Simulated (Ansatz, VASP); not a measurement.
## ZnAu: VASP beside Ansatz

Contents of INCAR:

```
PREC     = Accurate       # precision mode
ENCUT    = 520            # plane-wave cutoff, eV
EDIFF    = 1E-6           # SCF threshold, eV
ISMEAR   = 0              # smearing method
SIGMA    = 0.15           # smearing width, eV
LREAL    = False          # projectors in reciprocal space
LASPH    = True           # aspherical terms in the spheres
NELM     = 100            # most SCF steps
ALGO     = Fast           # electronic algorithm
ISIF     = 2              # what is computed and relaxed
LWAVE    = False          # write WAVECAR
LCHARG   = True           # write CHGCAR
GGA      = PS             # functional
LELF     = True           # ELF
LVHAR    = True         
NBANDS   = 18             # bands
```

Contents of KPOINTS:

```
Automatic mesh
0
Gamma
  16 16 16
```

Contents of POSCAR:

```
ZnAu
1.0
    3.1470000000      0.0000000000      0.0000000000
    0.0000000000      3.1470000000      0.0000000000
    0.0000000000      0.0000000000      3.1470000000
Zn Au
1 1
Direct
    0.5000000000      0.5000000000      0.5000000000
    0.0168519252     -0.0168519252      0.0000000000
```

Input for Ansatz:

```yaml
crystal:
  lattice:
    - [3.147, 0.0, 0.0]
    - [0.0, 3.147, 0.0]
    - [0.0, 0.0, 3.147]
  atoms:
    - { symbol: Zn, position: [0.5, 0.5, 0.5] }
    - { symbol: Au, position: [0.0168519252, -0.0168519252, 0.0] }
basis:
  ecutwfc: 420
kpoints:
  mp_grid: { grid: [16, 16, 16] }
hamiltonian:
  xc: pbesol
scf:
  occupations: { method: gaussian, width: 0.15 }
output:
  forces: true
  stress: true
  eigenvalues: true
```

Change from the starting cell: all Au atoms moved +0.075 Å, as atom 2 along Cartesian [1 -1 0].

Alike in both runs: task single point; functional PBEsol; k mesh 16 × 16 × 16; occupations gaussian, width 0.15 eV; no spin polarisation.

|  | VASP | Ansatz |
| --- | --- | --- |
| version | VASP 6.6.1 | Ansatz 0.2.0 |
| potentials or method | VASP PAW PBE potentials, release 64 (Zn, Au), cutoff 520 eV | scalar-relativistic, plane waves, PAW |
| valence electrons in the cell | 23 | 31 |

```tsv
	VASP	Ansatz	Ansatz less VASP
gap on the k mesh at the Fermi level (eV)	none	none	-
pressure (GPa)	-2.0	-2.2	-0.18
traceless stress, the component that is largest in VASP (GPa)	-0.28	-0.27	+0.003
rms of the force components (eV/Å)	0.149	0.147	-0.0028
```

VASP's potentials were made for PBE, not for PBEsol. Atom by atom the forces differ by 0.003 eV/Å (rms over components). A gap of «none» marks a metal or a gap that the smearing closes. VASP's potentials hold 23 valence electrons a cell and Ansatz's 31, so a difference there can come from the potentials and not from the codes.

Spin-orbit coupling is off throughout.
